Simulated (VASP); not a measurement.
Wanted: the native input for a VASP 6.6.1 run.

```
Task                   : single point
Functional             : PBE
Potentials or basis    : VASP PAW PBE potentials, release 64 (Ti_sv, Si)
Cutoff                 : 520 eV
k mesh                 : 12 × 12 × 12
Occupations            : gaussian, width 0.15 eV
Spin                   : no spin polarisation
Dipole correction      : no
Further INCAR settings : ALGO = Normal; EDIFF = 1e-07; NBANDS = 29
```

The structure of TiSi2 lies in POSCAR:

```
TiSi2
1.0
    1.7955992114     -7.1454146829      0.0000000000
    1.7955992114      7.1454146829      0.0000000000
    0.0000000000      0.0000000000      3.6232977004
Ti Si
2 4
Direct
    0.8968075259      0.1031924741      0.7500000000
    0.1031924741      0.8968075259      0.2500000000
    0.5591373592      0.4408626408      0.7500000000
    0.4408626408      0.5591373592      0.2500000000
    0.2498287182      0.7501712818      0.7500000000
    0.7501712818      0.2498287182      0.2500000000
```

The input as run:

INCAR

```
ALGO = Normal
EDIFF = 1E-7
ENCUT = 520
GGA = PE
ISIF = 2
ISMEAR = 0
LASPH = True
LCHARG = True
LELF = True
LREAL = False
LVHAR = True
LWAVE = False
NBANDS = 29
NELM = 60
PREC = Accurate
SIGMA = 0.15
```

KPOINTS

```
k-points
0
Gamma
  12 12 12
```

Potentials or basis: VASP PAW PBE potentials, release 64 (Ti_sv, Si).

Launch:

```bash
$ cat potpaw_PBE.64/Ti_sv/POTCAR potpaw_PBE.64/Si/POTCAR > POTCAR
$ mpirun -np 1 vasp_std > vasp.out
```

Results of the run:

- Pressure: -8.2 GPa
- Largest force: 0.413 eV/Å
- Band gap on the k mesh: zero (bands 20 and 21 overlap by 0.87 eV)

Caveat: the stress differs along the axes, from -11 to -6 GPa.

It took 23 min on 1 thread of Intel(R) Xeon(R) Platinum 8259CL CPU @ 2.50GHz (Skylake/Cascade Lake), with other jobs on the host, peak memory 0.76 GiB.
